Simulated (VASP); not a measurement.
# Re (I4/mmm) in VASP: notebook

Re is run at these levels: PBE; tasks: single point.

All numbers are computed with VASP 6.6.1; they aren't measurements. Logs are shortened: lines on timing, memory, paths and dates and some standing lists are left out, and cuts for length are marked.

## Step 1: The cell of the first run

Symmetry: I4/mmm, No. 139, tetragonal system. Conventional cell: a = 2.793 Å, b = 2.793 Å, c = 3.752 Å, α = 90.00°, β = 90.00°, γ = 90.00°. Re (site symmetry 4/mmm) has 12 Re at 2.72 to 2.79 Å within 3.6 Å.

## Step 2: Single point, PBE (strain +0.000 along x and y, -0.050 along z)

Contents of INCAR:

```
SYSTEM = Re
PREC = Accurate
ENCUT = 520
EDIFF = 1E-7
ISMEAR = 0
SIGMA = 0.15
LREAL = .False.
LASPH = .True.
NELM = 80
ALGO = Fast
ISIF = 2
LWAVE = .False.
LCHARG = .False.
GGA = PE
NBANDS = 10
```

Contents of KPOINTS:

```
regular mesh
0
Gamma
  20 20 20
  0 0 0
```

Contents of POSCAR:

```
Re
1.0
    0.0000000000      1.9750000000      1.8762500000
    1.9750000000      0.0000000000      1.8762500000
    1.9750000000      1.9750000000      0.0000000000
Re
1
Direct
    0.0000000000      0.0000000000      0.0000000000
```

Potentials or basis: VASP PAW PBE potentials, release 64 (Re).

The run is started by

```sh
$ cat potpaw_PBE.64/Re/POTCAR > POTCAR
$ mpirun -np 1 vasp_std > vasp.out
```

OUTCAR:

```text
SYSTEM = Re
   PREC = Accurate
   ENCUT = 520
   EDIFF = 1E-7
   ISMEAR = 0
   LREAL = .False.
   LASPH = .True.
   NELM = 80
   ISIF = 2
   GGA = PE

 ion  position               nearest neighbor table
   1  0.000  0.000  0.000-

  LATTYP: Found a body centered tetragonal cell.
 ALAT       =     2.7930717857
 C/A-ratio  =     1.3435028843

  Lattice vectors:

 A1 = (   0.0000000000,  -1.9750000000,  -1.8762500000)
 A2 = (   0.0000000000,   1.9750000000,  -1.8762500000)
 A3 = (   1.9750000000,   0.0000000000,   1.8762500000)

Analysis of symmetry for initial positions (statically):
=====================================================================
 Subroutine PRICEL returns:
 Original cell was already a primitive cell.

 Routine SETGRP: Setting up the symmetry group for a
 body centered tetragonal supercell.

 Subroutine GETGRP returns: Found 16 space group operations
 (whereof 16 operations were pure point group operations)
 out of a pool of 16 trial point group operations.

The static configuration has the point symmetry D_4h.

Analysis of symmetry for dynamics (positions and initial velocities):
=====================================================================
 Subroutine PRICEL returns:
 Original cell was already a primitive cell.

 Routine SETGRP: Setting up the symmetry group for a
 body centered tetragonal supercell.

 Subroutine GETGRP returns: Found 16 space group operations
 (whereof 16 operations were pure point group operations)
 out of a pool of 16 trial point group operations.

The dynamic configuration has the point symmetry D_4h.

 Subroutine INISYM returns: Found 16 space group operations
 (whereof 16 operations are pure point group operations),
 and found     1 'primitive' translations

----------------------------------------------------------------------------------------

                                     Primitive cell

  volume of cell :      14.6371

  direct lattice vectors                    reciprocal lattice vectors
     0.000000000  1.975000000  1.876250000    -0.253164557  0.253164557  0.266489007
     1.975000000  0.000000000  1.876250000     0.253164557 -0.253164557  0.266489007
     1.975000000  1.975000000  0.000000000     0.253164557  0.253164557 -0.266489007

  length of vectors
     2.724140059  2.724140059  2.793071786     0.446319366  0.446319366  0.446319366

  position of ions in fractional coordinates (direct lattice)
     0.000000000  0.000000000  0.000000000

  ion indices of the primitive-cell ions
   primitive index   ion index
                 1           1

----------------------------------------------------------------------------------------

 KPOINTS: regular mesh

Automatic generation of k-mesh.
 Grid dimensions read from file:
 generate k-points for:   20   20   20

 Generating k-lattice:

  Cartesian coordinates                     Fractional coordinates (reciprocal lattice)
    -0.012658228  0.012658228  0.013324450     0.050000000  0.000000000  0.000000000
     0.012658228 -0.012658228  0.013324450     0.000000000  0.050000000  0.000000000
     0.012658228  0.012658228 -0.013324450     0.000000000  0.000000000  0.050000000

  Length of vectors
     0.022315968  0.022315968  0.022315968

  Shift w.r.t. Gamma in fractional coordinates (k-lattice)
     0.000000000  0.000000000  0.000000000

 Subroutine IBZKPT returns following result:
 ===========================================

 Found    641 irreducible k-points:

 Following reciprocal coordinates:
            Coordinates               Weight
  0.000000  0.000000  0.000000      1.000000
  0.050000  0.000000  0.000000      8.000000
  0.100000 -0.000000  0.000000      8.000000
  0.150000  0.000000  0.000000      8.000000
  0.200000 -0.000000  0.000000      8.000000
  0.250000  0.000000  0.000000      8.000000
[... 16 lines left out ...]
 -0.400000  0.050000  0.000000      8.000000
 -0.350000  0.050000  0.000000      8.000000
 [... further k-points ...]
   k-points           NKPTS =    641   k-points in BZ     NKDIM =    641   number of bands    NBANDS=     10
   number of dos      NEDOS =    301   number of ions     NIONS =      1
   total plane-waves  NPLWV =   9600
   dimension x,y,z NGX =    20 NGY =   20 NGZ =   24
   dimension x,y,z NGXF=    40 NGYF=   40 NGZF=   48
   ions per type =               1
   NGX,Y,Z   is equivalent  to a cutoff of  12.21, 12.21, 14.28 a.u.
   NGXF,Y,Z  is equivalent  to a cutoff of  24.41, 24.41, 28.57 a.u.
 SYSTEM =  Re
   PREC   = accura    normal or accurate (medium, high low for compatibility)
   ISTART =      0    job   : 0-new  1-cont  2-samecut
   ICHARG =      2    charge: 1-file 2-atom 10-const
   ISPIN  =      1    spin polarized calculation?
   LNONCOLLINEAR =      F non collinear calculations
   LSORBIT =      F    spin-orbit coupling
   LASPH  =      T    aspherical Exc in radial PAW
   ENCUT  =  520.0 eV  38.22 Ry    6.18 a.u.   5.07  5.07  5.19*2*pi/ulx,y,z
   NELM   =     80;   NELMIN=  2; NELMDL= -5     # of ELM steps
   EDIFF  = 0.1E-06   stopping-criterion for ELM
   LREAL  =      F    real-space projection
   EDIFFG = 0.1E-05   stopping-criterion for IOM
   NSW    =      0    number of steps for IOM
   IBRION =     -1    ionic relax: 0-MD 1-quasi-New 2-CG
   NFREE  =      0    steps in history (QN), initial steepest desc. (CG)
   ISIF   =      2    stress and relaxation
   ISYM   =      2    0-nonsym 1-usesym 2-fastsym
   POTIM  = 0.5000    time-step for ionic-motion
   TEBEG  =    0.0;   TEEND  =   0.0 temperature during run
   PSTRESS=    0.0 pullay stress
   NELECT =       7.0000    total number of electrons
   NUPDOWN=      -1.0000    fix difference up-down
   EMIN   =  10.00;   EMAX   =-10.00  energy-range for DOS
   EFERMI =   0.00;   METHOD = LEGACY
   ISMEAR =     0;   SIGMA  =   0.15  broadening in eV -4-tet -1-fermi 0-gaus
   EFERMI_NEDOS =   21; number of points for ismear=-14 and -15
   IALGO  =     68    algorithm
   IMIX   =      4    mixing-type and parameters
     AMIX     =   0.40;   BMIX     =  1.00
     AMIX_MAG =   1.60;   BMIX_MAG =  1.00
  volume/ion in A,a.u.               =      14.64        98.78
  Fermi-wavevector in a.u.,A,eV,Ry     =   1.280234  2.419291 22.299921  1.638998
  Thomas-Fermi vector in A             =   2.412673
   LORBIT       =      0    0 simple, 1 ext, 2 COOP (PROOUT), +10 PAW based schemes
   GGA     = PE    functional components
   LHFCALC =     F    Hartree Fock is set to
   AEXX    =    0.0000 exact exchange contribution
   IVDW    =     0    specifies the selected vdW correction
   LEPSILON=     F    determine dielectric tensor
   LRPA    =     F    only Hartree local field effects (RPA)
 non-spin polarized calculation
 RMM-DIIS sequential band-by-band and
 Gauss-broadening in eV      SIGMA  =   0.15
  energy-cutoff  :      520.00
  volume of cell :       14.64
 maximum number of plane-waves:       415
   NGX = 11   NGY = 11   NGZ = 11

 number of electron       7.0000000 magnetization

 Free energy of the ion-electron system (eV)
  ---------------------------------------------------
  ext. energy  EPLUGINS =         0.00000000
  ---------------------------------------------------
  free energy    TOTEN  =       -12.33557646 eV

  energy without entropy =      -12.32594535  energy(sigma->0) =      -12.33076090

 E-fermi :   8.2482     XC(G=0): -13.7600

 val. band max:        8.2461138932   @ k =   0.1500   0.0000   0.1000
 cond. band min:       8.2517333531   @ k =  -0.3500   0.3000   0.0500
 fundamental gap:      0.0056194599
 Fermi energy:         8.2481790674

 k-point     1 :       0.0000    0.0000    0.0000
  band No.  band energies     occupation
      1      -1.9491      2.00000
      2       6.0690      2.00000
      3       6.0690      2.00000
      4       6.7968      2.00000
      5       8.9862      0.00000
      6       9.9635      0.00000
      7      22.1845      0.00000
      8      27.2301      0.00000
      9      27.2301      0.00000
     10      29.1148      0.00000

 k-point     2 :       0.0500    0.0000    0.0000
  band No.  band energies     occupation
      1      -1.8314      2.00000
      2       6.0391      2.00000
      3       6.1239      2.00000
      4       6.7997      2.00000
      5       8.9523      0.00000
      6       9.9066      0.00000
      7      22.4154      0.00000
      8      26.9171      0.00000
      9      27.4396      0.00000
     10      28.9610      0.00000

 k-point     3 :       0.1000   -0.0000    0.0000
  band No.  band energies     occupation
      1      -1.4884      2.00000
      2       5.9121      2.00000
      3       6.2665      2.00000
      4       6.8603      2.00000
      5       8.8821      0.00000
      6       9.7628      0.00000
      7      23.0549      0.00000
      8      25.9494      0.00000
      9      28.0529      0.00000
     10      29.3133      0.00000

 k-point     4 :       0.1500    0.0000    0.0000
  band No.  band energies     occupation
      1      -0.9545      2.00000
      2       5.6924      2.00000
      3       6.4246      2.00000
      4       7.0032      2.00000
      5       8.8723      0.00000
      6       9.6114      0.00000
      7      23.7900      0.00000
      8      24.9747      0.00000
      9      29.0286      0.00000
     10      30.2424      0.00000
[... 222 lines left out ...]
 k-point    22 :      -0.4500    0.0500    0.0000
  band No.  band energies     occupation
      1       1.4083      2.00000
      2       5.7904      2.00000
      3       6.3357      2.00000
      4       8.1153      1.78963
      5      12.0739      0.00000
      6      12.1515      0.00000
      7      18.4273      0.00000
      8      21.9683      0.00000
      9      28.4230      0.00000
     10      28.6901      0.00000

 k-point    23 :      -0.4000    0.0500    0.0000
  band No.  band energies     occupation
      1       1.4033      2.00000
      2       5.8739      2.00000
      3       6.4057      2.00000
      4       7.5027      2.00000
      5      11.5055      0.00000
      6      11.9018      0.00000
      7      19.2175      0.00000
      8      22.4871      0.00000
      9      29.1478      0.00000
     10      29.5108      0.00000

 k-point    24 :      -0.3500    0.0500    0.0000
  band No.  band energies     occupation
      1       1.3357      2.00000
      2       6.0286      2.00000
      3       6.4119      2.00000
      4       6.7912      2.00000
      5      10.7536      0.00000
      6      11.4573      0.00000
      7      20.2373      0.00000
      8      23.5097      0.00000
      9      30.0283      0.00000
     10      31.1223      0.00000

 [... further k-points ...]
[... 5 lines left out ...]
  --------------------------------------------------------------------------------------
  -------------------------------------------------------------------------------------
  Total        0.4299271      0.4299271      1.7031098      0.0000000     -0.0000000      0.0000000
  in kB       47.0598474     47.0598474    186.4225012      0.0000000     -0.0000000      0.0000000
  external PRESSURE =      93.5140653 kB  Pullay stress =       0.0000000 kB

 VOLUME and BASIS-vectors are now :
 -----------------------------------------------------------------------------
  energy-cutoff  :      520.00
  volume of cell :       14.64
      direct lattice vectors                 reciprocal lattice vectors
     0.000000000  1.975000000  1.876250000    -0.253164557  0.253164557  0.266489007
     1.975000000  0.000000000  1.876250000     0.253164557 -0.253164557  0.266489007
     1.975000000  1.975000000  0.000000000     0.253164557  0.253164557 -0.266489007

 POSITION                                       TOTAL-FORCE (eV/Angst)
 -----------------------------------------------------------------------------------
      0.00000      0.00000      0.00000         0.000000      0.000000      0.000000
 -----------------------------------------------------------------------------------
    total drift:                               -0.000000      0.000000      0.000000

  FREE ENERGIE OF THE ION-ELECTRON SYSTEM (eV)
  ---------------------------------------------------
  free  energy   TOTEN  =       -12.3355764593 eV

  energy  without entropy=      -12.3259453506  energy(sigma->0) =      -12.33076090
```

Wall time 2.7 min (1 thread of Intel Xeon Platinum 8259CL at 2.50GHz (Skylake/Cascade Lake), shared host); peak memory 0.21 GiB.

What came out:

```
Free energy : -12.3356 eV
Pressure    : 9.4 GPa
```

Levels at points of the mesh, in eV from the Fermi level:
```csv
k point,band 1,band 2,band 3,band 4,band 5,band 6,band 7,band 8,band 9
"(0.00, 0.00, 0.00)",-10.20,-2.18,-2.18,-1.45,0.74,1.72,13.94,18.98,18.98
"(0.50, 0.00, 0.00)",-6.95,-2.57,-1.75,0.21,3.58,4.07,10.06,13.36,19.83
"(0.50, 0.50, 0.00)",-6.88,-6.11,3.55,3.75,4.60,4.60,11.73,11.73,14.00
"(0.50, 0.00, 0.50)",-6.92,-5.97,2.45,3.74,4.18,4.92,12.22,12.72,13.02
```

Caveat: the cell differs from its parent crystal (strain +0.000 along x and y, -0.050 along z); spin-orbit coupling is left out, which moves the levels of the heavy elements.

## Step 3: Single point, PBE (strain +0.050 along x and y, -0.050 along z)

Contents of INCAR:

```
SYSTEM = Re
PREC     = Accurate       ! precision mode
ENCUT    = 520            ! plane-wave cutoff, eV
EDIFF    = 1E-7           ! SCF threshold, eV
ISMEAR   = 0              ! smearing method
SIGMA    = 0.15           ! smearing width, eV
LREAL    = .False.        ! projectors in reciprocal space
LASPH    = .True.         ! aspherical terms in the spheres
NELM     = 100            ! most SCF steps
ALGO     = Fast           ! electronic algorithm
ISIF     = 2              ! what is computed and relaxed
LWAVE    = .False.        ! write WAVECAR
LCHARG   = .True.         ! write CHGCAR
GGA      = PE             ! functional
LELF     = .True.         ! ELF
LVHAR    = .True.       
NBANDS   = 10             ! bands
```

Contents of KPOINTS:

```
Automatic mesh
0
Gamma
  20 20 20
  0 0 0
```

Contents of POSCAR:

```
Re
1.0
    0.0000000000      2.0737500000      1.8762500000
    2.0737500000      0.0000000000      1.8762500000
    2.0737500000      2.0737500000      0.0000000000
Re
1
Direct
    0.0000000000      0.0000000000      0.0000000000
```

Potentials or basis: VASP PAW PBE potentials, release 64 (Re).

The run is started by

```sh
$ cat potpaw_PBE.64/Re/POTCAR > POTCAR
$ mpirun -np 1 vasp_std > vasp.out
```

Run time: 2.3 min. Hardware: 1 thread of Intel Xeon Platinum 8259CL at 2.50GHz (Skylake/Cascade Lake), shared host; peak memory 0.23 GiB.

Results (log left out):

```yaml
Free_energy: -12.2121 eV
Pressure: -22.3 GPa
```

Stress tensor (GPa, compression positive):
```
-27.93   0.00   0.00
  0.00 -27.93   0.00
  0.00   0.00 -11.09
```

Levels at points of the mesh, in eV from the Fermi level:
| k point | band 1 | band 2 | band 3 | band 4 | band 5 | band 6 | band 7 | band 8 |
| --- | --- | --- | --- | --- | --- | --- | --- | --- |
| (0.00, 0.00, 0.00) | -9.53 | -2.06 | -2.06 | -0.84 | 0.17 | 1.70 | 13.94 | 17.92 |
| (0.50, 0.00, 0.00) | -6.27 | -2.57 | -1.14 | 0.08 | 2.80 | 3.66 | 8.72 | 13.11 |
| (0.50, 0.50, 0.00) | -6.01 | -5.41 | 3.19 | 3.79 | 3.89 | 3.89 | 10.42 | 10.42 |
| (0.50, 0.00, 0.50) | -6.14 | -5.15 | 1.77 | 3.01 | 3.23 | 4.37 | 10.69 | 11.56 |

Caveat: the cell differs from its parent crystal (strain +0.050 along x and y, -0.050 along z); spin-orbit coupling is left out, which moves the levels of the heavy elements.
